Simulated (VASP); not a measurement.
Write the native input for VASP 6.6.1 that does the following.

- Task: single point
- Functional: PBE
- Potentials or basis: VASP PAW PBE potentials, release 64 (Sn_d, O)
- Cutoff: 520 eV
- k mesh: 10 × 10 × 8
- Occupations: gaussian, width 0.05 eV
- Spin: no spin polarisation
- Dipole correction: no
- Further INCAR settings: ALGO = Normal; EDIFF = 1e-06; NBANDS = 28

The structure of SnO lies in POSCAR:

```
SnO
1.0
    3.7124716293      0.0000000000      0.0000000000
    0.0000000000      3.7124716293      0.0000000000
    0.0000000000      0.0000000000      5.0719346970
Sn O
2 2
Direct
   -0.0323234793      0.5000000000      0.2284856918
    0.5323234793      0.0000000000      0.7715143082
    0.0034824310      0.0000000000      0.0000000000
    0.4965175690      0.5000000000      0.0000000000
```

This cell differs from its parent crystal: atoms displaced along a vibrational mode, the cell strained.

The input as run:

INCAR

```
SYSTEM = SnO
PREC     = Accurate       ! precision mode
ENCUT    = 520            ! plane-wave cutoff, eV
EDIFF    = 1E-6           ! SCF threshold, eV
ISMEAR   = 0              ! smearing method
SIGMA    = 0.05           ! smearing width, eV
LREAL    = .FALSE.        ! projectors in reciprocal space
LASPH    = .TRUE.         ! aspherical terms in the spheres
NELM     = 100            ! most SCF steps
ALGO     = Normal         ! electronic algorithm
ISIF     = 2              ! what is computed and relaxed
LWAVE    = .FALSE.        ! write WAVECAR
LCHARG   = .FALSE.        ! write CHGCAR
GGA      = PE             ! functional
NBANDS   = 28             ! bands
```

KPOINTS

```
Automatic mesh
0
G
  10 10 8
  0 0 0
```

Potentials or basis: VASP PAW PBE potentials, release 64 (Sn_d, O).

Command:

```sh
$ cat potpaw_PBE.64/Sn_d/POTCAR potpaw_PBE.64/O/POTCAR > POTCAR
$ mpirun -np 1 vasp_std > vasp.out
```

It gave:

```yaml
Pressure: 10.0 GPa
Largest_force: 1.568 eV/Å
Band_gap_on_the_k_mesh: 0.13 eV (least direct gap 2.04 eV)
```

Caveat: the cell differs from its parent crystal (atoms displaced along a vibrational mode, the cell strained); the stress differs along the axes, from 7 to 12 GPa; semilocal functionals underestimate gaps, and a narrow one can read as zero; spin-orbit coupling is left out, which moves the levels of the heavy elements; forces of over 1 eV/Å act on the atoms, so gaps and moduli don't describe the material at rest.

Wall time 2.7 min on 1 thread of Intel(R) Xeon(R) 6975P-C (Granite Rapids), with other jobs on the host, peak memory 0.47 GiB.
